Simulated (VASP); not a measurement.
# CuAu (P4/mmm) in VASP: a series of runs

Runs on CuAu. Level: PBEsol. Tasks: electric field gradients.

Program: VASP 6.6.1. These are calculated values, not measurements. Logs are shortened: lines on timing, memory, paths and dates and some standing lists are left out, and cuts for length are marked.

## 1. The cell of the first run

Symmetry: P4/mmm, No. 123, tetragonal system. The conventional cell has a = 2.809 Å, b = 2.809 Å, c = 3.682 Å, α = 90.00°, β = 90.00°, γ = 90.00°. Within 3.7 Å of Cu (site symmetry 4/mmm) lie 8 Au at 2.71 Å and 6 Cu at 2.81 to 3.68 Å. Within 3.7 Å of Au (site symmetry 4/mmm) lie 8 Cu at 2.71 Å and 6 Au at 2.81 to 3.68 Å.

## 2. Electric field gradients, PBEsol (14.53 Å³/atom)

The input, INCAR:

```
  PREC = Accurate
  ENCUT = 610
  EDIFF = 1E-8
  ISMEAR = -1
  SIGMA = 0.05
  LREAL = False
  LASPH = True
  NELM = 120
  ALGO = Normal
  ISIF = 2
  LWAVE = False
  LCHARG = False
  GGA = PS
  LEFG = True
  NBANDS = 26
  GGA_COMPAT = False
```

The input, KPOINTS:

```
regular mesh
0
Gamma
  13 13 10
```

The input, POSCAR:

```
CuAu
1.0
    2.8093023939      0.0000000000      0.0000000000
    0.0000000000      2.8093023939      0.0000000000
    0.0000000000      0.0000000000      3.6821927806
Cu Au
1 1
Direct
    0.5000000000      0.5000000000      0.5000000000
    0.0000000000      0.0000000000      0.0000000000
```

Potentials or basis: VASP PAW PBE potentials, release 64 (Cu_sv_GW, Au_sv_GW).

The run is started by

```bash
$ cat potpaw_PBE.64/Cu_sv_GW/POTCAR potpaw_PBE.64/Au_sv_GW/POTCAR > POTCAR
$ mpirun -np 1 vasp_std > vasp.out
```

OUTCAR:

```text
PREC = Accurate
   ENCUT = 610
   EDIFF = 1E-8
   ISMEAR = -1
   LREAL = False
   LASPH = True
   NELM = 120
   ISIF = 2
   GGA = PS

 ion  position               nearest neighbor table
   1  0.500  0.500  0.500-   2 2.71   2 2.71   2 2.71   2 2.71   2 2.71   2 2.71   2 2.71   2 2.71

   2  0.000  0.000  0.000-   1 2.71   1 2.71   1 2.71   1 2.71   1 2.71   1 2.71   1 2.71   1 2.71

  LATTYP: Found a simple tetragonal cell.
 ALAT       =     2.8093023939
 C/A-ratio  =     1.3107142857

  Lattice vectors:

 A1 = (   2.8093023939,   0.0000000000,   0.0000000000)
 A2 = (   0.0000000000,   2.8093023939,   0.0000000000)
 A3 = (   0.0000000000,   0.0000000000,   3.6821927806)

Analysis of symmetry for initial positions (statically):
=====================================================================
 Subroutine PRICEL returns:
 Original cell was already a primitive cell.

 Routine SETGRP: Setting up the symmetry group for a
 simple tetragonal supercell.

 Subroutine GETGRP returns: Found 16 space group operations
 (whereof 16 operations were pure point group operations)
 out of a pool of 16 trial point group operations.

The static configuration has the point symmetry D_4h.

Analysis of symmetry for dynamics (positions and initial velocities):
=====================================================================
 Subroutine PRICEL returns:
 Original cell was already a primitive cell.

 Routine SETGRP: Setting up the symmetry group for a
 simple tetragonal supercell.

 Subroutine GETGRP returns: Found 16 space group operations
 (whereof 16 operations were pure point group operations)
 out of a pool of 16 trial point group operations.

The dynamic configuration has the point symmetry D_4h.

 Subroutine INISYM returns: Found 16 space group operations
 (whereof 16 operations are pure point group operations),
 and found     1 'primitive' translations

----------------------------------------------------------------------------------------

                                     Primitive cell

  volume of cell :      29.0605

  direct lattice vectors                    reciprocal lattice vectors
[... 120 lines left out ...]
  volume of cell :       29.06
 maximum number of plane-waves:      1011
 NGX is ok and might be reduce to    24
   NGX = 11   NGY = 11   NGZ = 15

 number of electron      38.0000016 magnetization

 Free energy of the ion-electron system (eV)
  ---------------------------------------------------
  ext. energy  EPLUGINS =         0.00000000
  ---------------------------------------------------
  free energy    TOTEN  =        -7.81160275 eV

  energy without entropy =       -7.80708151  energy(sigma->0) =       -7.80934213

 E-fermi :   8.2105     XC(G=0): -13.4730

 val. band max:        8.2063779639   @ k =   0.4615   0.3846   0.1000
 cond. band min:       8.2482982714   @ k =   0.4615   0.0000   0.3000
 fundamental gap:      0.0419203075
 Fermi energy:         8.2104629125

 k-point     1 :       0.0000    0.0000    0.0000
  band No.  band energies     occupation
      1    -103.7170      2.00000
      2     -97.9419      2.00000
      3     -61.2782      2.00000
      4     -61.2679      2.00000
      5     -61.2679      2.00000
      6     -49.1749      2.00000
[... 685 lines left out ...]
     25      21.2759      0.00000
     26      21.4774      0.00000

 [... further k-points ...]

------------------------ aborting loop because EDIFF is reached ----------------------------------------

  FORCE on cell =-STRESS in cart. coord.  units (eV):
  Direction    XX          YY          ZZ          XY          YZ          ZX
  --------------------------------------------------------------------------------------
  -------------------------------------------------------------------------------------
  Total       -0.9694893     -0.9694893     -0.8851611      0.0000000      0.0000000      0.0000000
  in kB      -53.4502970    -53.4502970    -48.8010744      0.0000000      0.0000000      0.0000000
  external PRESSURE =     -51.9005561 kB  Pullay stress =       0.0000000 kB

 VOLUME and BASIS-vectors are now :
 -----------------------------------------------------------------------------
  energy-cutoff  :      610.00
  volume of cell :       29.06
      direct lattice vectors                 reciprocal lattice vectors
     2.809302394  0.000000000  0.000000000     0.355960256  0.000000000  0.000000000
     0.000000000  2.809302394  0.000000000     0.000000000  0.355960256  0.000000000
     0.000000000  0.000000000  3.682192781     0.000000000  0.000000000  0.271577307

 POSITION                                       TOTAL-FORCE (eV/Angst)
 -----------------------------------------------------------------------------------
      1.40465      1.40465      1.84110         0.000000      0.000000      0.000000
      0.00000      0.00000      0.00000         0.000000      0.000000      0.000000
 -----------------------------------------------------------------------------------
    total drift:                                0.000000      0.000000     -0.000000

  FREE ENERGIE OF THE ION-ELECTRON SYSTEM (eV)
  ---------------------------------------------------
  free  energy   TOTEN  =        -7.8116027512 eV

  energy  without entropy=       -7.8070815093  energy(sigma->0) =       -7.80934213

 Electric field gradients (V/A^2)
---------------------------------------------------------------------
 ion       V_xx      V_yy      V_zz      V_xy      V_xz      V_yz
---------------------------------------------------------------------
   1       5.700     5.700   -11.400    -0.000    -0.000    -0.000
   2     -31.831   -31.831    63.662    -0.000    -0.000     0.000
---------------------------------------------------------------------

 Electric field gradients after diagonalization (V/A^2)
 (convention: |V_zz| > |V_xx| > |V_yy|)
----------------------------------------------------------------------
 ion       V_xx      V_yy      V_zz     asymmetry (V_yy - V_xx)/ V_zz
----------------------------------------------------------------------
   1       5.700     5.700   -11.400       0.000
   2     -31.831   -31.831    63.662       0.000
----------------------------------------------------------------------

           NMR quadrupolar parameters

 Cq : quadrupolar parameter    Cq=e*Q*V_zz/h
 eta: asymmetry parameters     (V_yy - V_xx)/ V_zz
 Q  : nuclear electric quadrupole moment in mb (millibarn)
----------------------------------------------------------------------
 ion       Cq(MHz)       eta       Q (mb)
----------------------------------------------------------------------
   1      -0.028       0.000       1.000
   2       0.154       0.000       1.000
----------------------------------------------------------------------
```

OSZICAR:

```text
N       E                     dE             d eps       ncg     rms          rms(c)
DAV:   1     0.791896140290E+03    0.79190E+03   -0.25079E+04 12808   0.401E+03
DAV:   2     0.775547490352E+02   -0.71434E+03   -0.68488E+03 13226   0.117E+03
DAV:   3    -0.548894432638E+01   -0.83044E+02   -0.79649E+02 15118   0.462E+02
DAV:   4    -0.101084463412E+02   -0.46195E+01   -0.45629E+01 15934   0.120E+02
DAV:   5    -0.103019657202E+02   -0.19352E+00   -0.19344E+00 14764   0.179E+01    0.131E+01
DAV:   6    -0.785841643346E+01    0.24435E+01   -0.85048E+00 14980   0.731E+01    0.141E+01
DAV:   7    -0.784157522393E+01    0.16841E-01   -0.57587E-01 16134   0.213E+01    0.798E+00
DAV:   8    -0.786491752136E+01   -0.23342E-01   -0.35700E-01 14328   0.301E+01    0.210E+00
DAV:   9    -0.781086191444E+01    0.54056E-01   -0.19356E-01 11662   0.293E+01    0.341E-01
DAV:  10    -0.781161988977E+01   -0.75798E-03   -0.17093E-02 17264   0.261E+00    0.116E-01
DAV:  11    -0.781161323012E+01    0.66596E-05   -0.51485E-04 13440   0.898E-01    0.362E-02
DAV:  12    -0.781160481199E+01    0.84181E-05   -0.50300E-05 16176   0.296E-01    0.207E-02
DAV:  13    -0.781160349277E+01    0.13192E-05   -0.23010E-06 16054   0.616E-02    0.117E-02
DAV:  14    -0.781160279595E+01    0.69682E-06   -0.22266E-06 15448   0.751E-02    0.175E-03
DAV:  15    -0.781160275043E+01    0.45518E-07   -0.26425E-07 14298   0.189E-02    0.358E-04
DAV:  16    -0.781160275120E+01   -0.77125E-09   -0.45125E-09  6018   0.234E-03
   1 F= -.78116028E+01 E0= -.78093421E+01  d E =-.452124E-02
```

stdout:

```text
POSCAR found type information on POSCAR CuAu
 POSCAR found :  2 types and       2 ions
 scaLAPACK will be used
 -----------------------------------------------------------------------------
|                                                                             |
|                                                                             |
|     You enforced a specific xc type in the INCAR file but a different       |
|     I HOPE YOU KNOW WHAT YOU ARE DOING!                                     |
|                                                                             |
 -----------------------------------------------------------------------------

 LDA part: xc-table for (Slater+PW92), standard interpolation
 POSCAR, INCAR and KPOINTS ok, starting setup
 FFT: planning ... GRIDC
 FFT: planning ... GRID_SOFT
 FFT: planning ... GRID
 WAVECAR not read
 entering main loop
ion   1

ion   2
```

It took 3 min on 1 thread of Intel Xeon 6975P-C (Granite Rapids), shared host; peak memory 0.31 GiB.

What came out:

| Property | Result |
| --- | --- |
| Free energy | -7.8116 eV |
| Pressure | -5.2 GPa |
| Band gap on the k mesh | zero (bands 19 and 20 overlap by 6.35 eV) |
| Largest electric field gradient by atom | Cu -11.4; Au +63.7 V/Å² |

Stress tensor (GPa, compression positive):
```
-5.35  0.00  0.00
 0.00 -5.35  0.00
 0.00  0.00 -4.88
```

Electric field gradients, principal values (V/Å²):
```csv
atom,least,middle,greatest (by size)
1 Cu,5.700,5.700,-11.400
2 Au,-31.831,-31.831,63.662
```

Caveat: the cell stands under tension; without QUAD_EFG the Cq values of the log hold for a quadrupole moment of 1 mb, not for the nuclei; the PAW data sets were made with another functional, which shifts forces and pressure a little; spin-orbit coupling is left out, which moves the levels of the heavy elements.

(Continued in part 2 of 2.)

The gap in the log of VASP goes by the Fermi energy; the results here count the filled bands.